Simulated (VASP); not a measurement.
# NaI (Pmma) in VASP: single point with PBE+D3(BJ)

Aim: the single point of NaI with PBE+D3(BJ).

Program: VASP 6.6.1. These are calculated values, not measurements. Logs are shortened: lines on timing, memory, paths and dates and some standing lists are left out, and cuts for length are marked.

### 1 The cell of the first run

Symmetry: Pmma, No. 51, orthorhombic system. Conventional cell: a = 4.622 Å, b = 4.270 Å, c = 7.798 Å, α = 90.00°, β = 90.00°, γ = 90.00°. Within 4.3 Å of Na (site symmetry mm2) lie 6 I at 3.15 to 4.22 Å and 4 Na at 4.20 to 4.27 Å. I (site symmetry mm2) has 8 Na at 3.15 to 4.67 Å and 8 I at 4.27 to 4.63 Å within 4.7 Å.

### 2 Single point, PBE+D3(BJ)

File INCAR:

```
ALGO = Normal ; EDIFF = 1E-6
ENCUT = 520 ; GGA = PE
ISIF = 2 ; ISMEAR = 0
IVDW = 12 ; LASPH = True
LCHARG = False ; LREAL = False
LWAVE = False ; NBANDS = 22
NELM = 100 ; PREC = Accurate
SIGMA = 0.1
```

File KPOINTS:

```
k-points
0
Gamma
  4 4 4
```

File POSCAR:

```
NaI
1.0
    4.6222093067      0.0000000000      0.0000000000
    0.0000000000      4.2697016003      0.0000000000
    0.0000000000      0.0000000000      7.7983840000
Na I
2 2
Direct
    0.2500000000      0.5000000000      0.2750310000
    0.7500000000      0.5000000000      0.7249690000
    0.2500000000      0.0000000000      0.7424270000
    0.7500000000      0.0000000000      0.2575730000
```

Potentials or basis: VASP PAW PBE potentials, release 64 (Na_pv, I).

Started as:

```
cat potpaw_PBE.64/Na_pv/POTCAR potpaw_PBE.64/I/POTCAR > POTCAR
mpirun -np 1 vasp_std > vasp.out
```

OUTCAR:

```text
EDIFF = 1E-6
   ENCUT = 520
   GGA = PE
   ISIF = 2
   ISMEAR = 0
   IVDW = 12
   LASPH = True
   LREAL = False
   NELM = 100
   PREC = Accurate
 IVDW          = 12

 ion  position               nearest neighbor table
   1  0.250  0.500  0.275-   4 3.15   4 3.15   4 3.15   4 3.15
   2  0.750  0.500  0.725-   3 3.15   3 3.15   3 3.15   3 3.15
   3  0.250  0.000  0.742-   2 3.15   2 3.15   2 3.15   2 3.15
   4  0.750  0.000  0.258-   1 3.15   1 3.15   1 3.15   1 3.15

  LATTYP: Found a simple orthorhombic cell.
 ALAT       =     4.2697016003
 B/A-ratio  =     1.0825602675
 C/A-ratio  =     1.8264470752

  Lattice vectors:

 A1 = (   0.0000000000,  -4.2697016003,   0.0000000000)
 A2 = (   4.6222093067,   0.0000000000,   0.0000000000)
 A3 = (   0.0000000000,   0.0000000000,   7.7983840000)

Analysis of symmetry for initial positions (statically):
=====================================================================
 Subroutine PRICEL returns:
 Original cell was already a primitive cell.

 Routine SETGRP: Setting up the symmetry group for a
 simple orthorhombic supercell.

 Subroutine GETGRP returns: Found  8 space group operations
 (whereof  4 operations were pure point group operations)
 out of a pool of  8 trial point group operations.

The static configuration has the point symmetry C_2h.
 The point group associated with its full space group is D_2h.

Analysis of symmetry for dynamics (positions and initial velocities):
=====================================================================
 Subroutine PRICEL returns:
 Original cell was already a primitive cell.

 Routine SETGRP: Setting up the symmetry group for a
 simple orthorhombic supercell.

 Subroutine GETGRP returns: Found  8 space group operations
 (whereof  4 operations were pure point group operations)
 out of a pool of  8 trial point group operations.

The dynamic configuration has the point symmetry C_2h.
 The point group associated with its full space group is D_2h.

 Subroutine INISYM returns: Found  8 space group operations
 (whereof  4 operations are pure point group operations),
 and found     1 'primitive' translations

----------------------------------------------------------------------------------------

                                     Primitive cell

  volume of cell :     153.9047

  direct lattice vectors                    reciprocal lattice vectors
     4.622209307  0.000000000  0.000000000     0.216346758  0.000000000  0.000000000
     0.000000000  4.269701600  0.000000000     0.000000000  0.234208405  0.000000000
     0.000000000  0.000000000  7.798384000     0.000000000  0.000000000  0.128231695

  length of vectors
     4.622209307  4.269701600  7.798384000     0.216346758  0.234208405  0.128231695

  position of ions in fractional coordinates (direct lattice)
     0.250000000  0.500000000  0.275031000
     0.750000000  0.500000000  0.724969000
     0.250000000  0.000000000  0.742427000
     0.750000000  0.000000000  0.257573000

  ion indices of the primitive-cell ions
   primitive index   ion index
                 1           1
                 2           2
                 3           3
                 4           4

----------------------------------------------------------------------------------------

 KPOINTS: k-points

Automatic generation of k-mesh.
 Grid dimensions read from file:
 generate k-points for:    4    4    4

 Generating k-lattice:

  Cartesian coordinates                     Fractional coordinates (reciprocal lattice)
     0.054086690  0.000000000  0.000000000     0.250000000  0.000000000  0.000000000
     0.000000000  0.058552101  0.000000000     0.000000000  0.250000000  0.000000000
     0.000000000  0.000000000  0.032057924     0.000000000  0.000000000  0.250000000

  Length of vectors
     0.054086690  0.058552101  0.032057924

  Shift w.r.t. Gamma in fractional coordinates (k-lattice)
     0.000000000  0.000000000  0.000000000

 Subroutine IBZKPT returns following result:
 ===========================================

 Found     27 irreducible k-points:

 Following reciprocal coordinates:
            Coordinates               Weight
  0.000000  0.000000  0.000000      1.000000
  0.250000  0.000000  0.000000      2.000000
  0.500000  0.000000  0.000000      1.000000
  0.000000  0.250000  0.000000      2.000000
  0.250000  0.250000  0.000000      4.000000
  0.500000  0.250000  0.000000      2.000000
[... 16 lines left out ...]
  0.250000  0.250000  0.500000      4.000000
  0.500000  0.250000  0.500000      2.000000
 [... further k-points ...]
   k-points           NKPTS =     27   k-points in BZ     NKDIM =     27   number of bands    NBANDS=     22
   number of dos      NEDOS =    301   number of ions     NIONS =      4
   total plane-waves  NPLWV =  69120
   dimension x,y,z NGX =    36 NGY =   32 NGZ =   60
   dimension x,y,z NGXF=    72 NGYF=   64 NGZF=  120
   ions per type =               2   2
   NGX,Y,Z   is equivalent  to a cutoff of  12.95, 12.46, 12.79 a.u.
   NGXF,Y,Z  is equivalent  to a cutoff of  25.90, 24.92, 25.58 a.u.
 SYSTEM =  unknown system
   PREC   = accura    normal or accurate (medium, high low for compatibility)
   ISTART =      0    job   : 0-new  1-cont  2-samecut
   ICHARG =      2    charge: 1-file 2-atom 10-const
   ISPIN  =      1    spin polarized calculation?
   LNONCOLLINEAR =      F non collinear calculations
   LSORBIT =      F    spin-orbit coupling
   LASPH  =      T    aspherical Exc in radial PAW
   ENCUT  =  520.0 eV  38.22 Ry    6.18 a.u.   8.59  7.94 14.50*2*pi/ulx,y,z
   NELM   =    100;   NELMIN=  2; NELMDL= -5     # of ELM steps
   EDIFF  = 0.1E-05   stopping-criterion for ELM
   LREAL  =      F    real-space projection
   EDIFFG = 0.1E-04   stopping-criterion for IOM
   NSW    =      0    number of steps for IOM
   IBRION =     -1    ionic relax: 0-MD 1-quasi-New 2-CG
   NFREE  =      0    steps in history (QN), initial steepest desc. (CG)
   ISIF   =      2    stress and relaxation
   ISYM   =      2    0-nonsym 1-usesym 2-fastsym
   POTIM  = 0.5000    time-step for ionic-motion
   TEBEG  =    0.0;   TEEND  =   0.0 temperature during run
   PSTRESS=    0.0 pullay stress
   NELECT =      28.0000    total number of electrons
   NUPDOWN=      -1.0000    fix difference up-down
   EMIN   =  10.00;   EMAX   =-10.00  energy-range for DOS
   EFERMI =   0.00;   METHOD = LEGACY
   ISMEAR =     0;   SIGMA  =   0.10  broadening in eV -4-tet -1-fermi 0-gaus
   EFERMI_NEDOS =   21; number of points for ismear=-14 and -15
   IALGO  =     38    algorithm
   IMIX   =      4    mixing-type and parameters
     AMIX     =   0.40;   BMIX     =  1.00
     AMIX_MAG =   1.60;   BMIX_MAG =  1.00
  volume/ion in A,a.u.               =      38.48       259.65
  Fermi-wavevector in a.u.,A,eV,Ry     =   0.927635  1.752975 11.707893  0.860506
  Thomas-Fermi vector in A             =   2.053725
   LORBIT       =      0    0 simple, 1 ext, 2 COOP (PROOUT), +10 PAW based schemes
   GGA     = PE    functional components
   LHFCALC =     F    Hartree Fock is set to
   AEXX    =    0.0000 exact exchange contribution
   IVDW    =    12    specifies the selected vdW correction
   LEPSILON=     F    determine dielectric tensor
   LRPA    =     F    only Hartree local field effects (RPA)
 non-spin polarized calculation
 Gauss-broadening in eV      SIGMA  =   0.10
  energy-cutoff  :      520.00
  volume of cell :      153.90
 maximum number of plane-waves:      4184
 NGX is ok and might be reduce to    36
   NGX = 17   NGY = 15   NGZ = 29

 number of electron      28.0000009 magnetization

 Free energy of the ion-electron system (eV)
  ---------------------------------------------------
  ext. energy  EPLUGINS =         0.00000000
  ---------------------------------------------------
  free energy    TOTEN  =       -10.29196857 eV

  energy without entropy =      -10.29196857  energy(sigma->0) =      -10.29196857

 E-fermi :   0.9998     XC(G=0):  -7.1289

 val. band max:        0.5547180905   @ k =   0.0000   0.5000   0.0000
 cond. band min:       3.2986948869   @ k =   0.0000   0.0000   0.0000
 fundamental gap:      2.7439767964
 Fermi energy:         0.9997846615

 k-point     1 :       0.0000    0.0000    0.0000
  band No.  band energies     occupation
      1     -22.6875      2.00000
      2     -22.6839      2.00000
      3     -22.6377      2.00000
      4     -22.6369      2.00000
      5     -22.6364      2.00000
      6     -22.6364      2.00000
[... 14 lines left out ...]
     21       8.3507      0.00000
     22       9.0263      0.00000

 k-point     2 :       0.2500    0.0000    0.0000
  band No.  band energies     occupation
      1     -22.6869      2.00000
      2     -22.6844      2.00000
      3     -22.6391      2.00000
      4     -22.6382      2.00000
      5     -22.6365      2.00000
      6     -22.6362      2.00000
[... 14 lines left out ...]
     21       9.1966      0.00000
     22       9.3435      0.00000

 k-point     3 :       0.5000    0.0000    0.0000
  band No.  band energies     occupation
      1     -22.6856      2.00000
      2     -22.6856      2.00000
      3     -22.6402      2.00000
      4     -22.6402      2.00000
      5     -22.6361      2.00000
      6     -22.6361      2.00000
[... 14 lines left out ...]
     21       8.7809      0.00000
     22       8.7809      0.00000
[... 476 lines left out ...]
 k-point    23 :       0.2500    0.2500    0.5000
  band No.  band energies     occupation
      1     -22.6864      2.00000
      2     -22.6846      2.00000
      3     -22.6392      2.00000
      4     -22.6389      2.00000
      5     -22.6383      2.00000
      6     -22.6376      2.00000
[... 14 lines left out ...]
     21       8.5067      0.00000
     22       8.5748      0.00000

 k-point    24 :       0.5000    0.2500    0.5000
  band No.  band energies     occupation
      1     -22.6854      2.00000
      2     -22.6854      2.00000
      3     -22.6394      2.00000
      4     -22.6394      2.00000
      5     -22.6387      2.00000
      6     -22.6387      2.00000
[... 14 lines left out ...]
     21       9.0271      0.00000
     22       9.0271      0.00000

 [... further k-points ...]

------------------------ aborting loop because EDIFF is reached ----------------------------------------

 Edisp (eV)   -0.87617

 E8    (eV) :    -0.4047

  FORCE on cell =-STRESS in cart. coord.  units (eV):
  Direction    XX          YY          ZZ          XY          YZ          ZX
  --------------------------------------------------------------------------------------
  -------------------------------------------------------------------------------------
  Total      -0.75112    -0.71385    -0.86101     0.00000     0.00000     0.00000
  in kB      -7.81933    -7.43129    -8.96330     0.00000     0.00000     0.00000
  external pressure =       -8.07 kB  Pullay stress =        0.00 kB

 VOLUME and BASIS-vectors are now :
 -----------------------------------------------------------------------------
  energy-cutoff  :      520.00
  volume of cell :      153.90
      direct lattice vectors                 reciprocal lattice vectors
     4.622209307  0.000000000  0.000000000     0.216346758  0.000000000  0.000000000
     0.000000000  4.269701600  0.000000000     0.000000000  0.234208405  0.000000000
     0.000000000  0.000000000  7.798384000     0.000000000  0.000000000  0.128231695

 POSITION                                       TOTAL-FORCE (eV/Angst)
 -----------------------------------------------------------------------------------
      1.15555      2.13485      2.14480         0.000000      0.000000     -0.029262
      3.46666      2.13485      5.65359        -0.000000     -0.000000      0.029262
      1.15555      0.00000      5.78973        -0.000000     -0.000000     -0.005068
      3.46666      0.00000      2.00865        -0.000000     -0.000000      0.005068
 -----------------------------------------------------------------------------------
    total drift:                                0.000000      0.000000      0.000000

  FREE ENERGIE OF THE ION-ELECTRON SYSTEM (eV)
  ---------------------------------------------------
  free  energy   TOTEN  =       -11.1681375428 eV

  energy  without entropy=      -11.1681375428  energy(sigma->0) =      -11.16813754
```

Run time: 2 min. Hardware: 1 thread of Intel Xeon 8259CL, shared host; peak memory 0.29 GiB.

What came out:

```yaml
Free_energy: -11.1681 eV
Pressure: -0.8 GPa
Largest_force: 0.029 eV/Å
Band_gap_on_the_k_mesh: 2.74 eV (least direct gap 2.96 eV)
Dispersion_energy_per_atom: -0.219 eV
```

Forces on the atoms (eV/Å):
```
Na   0.000  0.000 -0.029
Na   0.000  0.000  0.029
I    0.000  0.000 -0.005
I    0.000  0.000  0.005
```

Stress tensor (GPa, compression positive):
```
-0.78  0.00  0.00
 0.00 -0.74  0.00
 0.00  0.00 -0.90
```

Caveat: spin-orbit coupling is left out, which moves the levels of the heavy elements. A k mesh can miss the band edges.
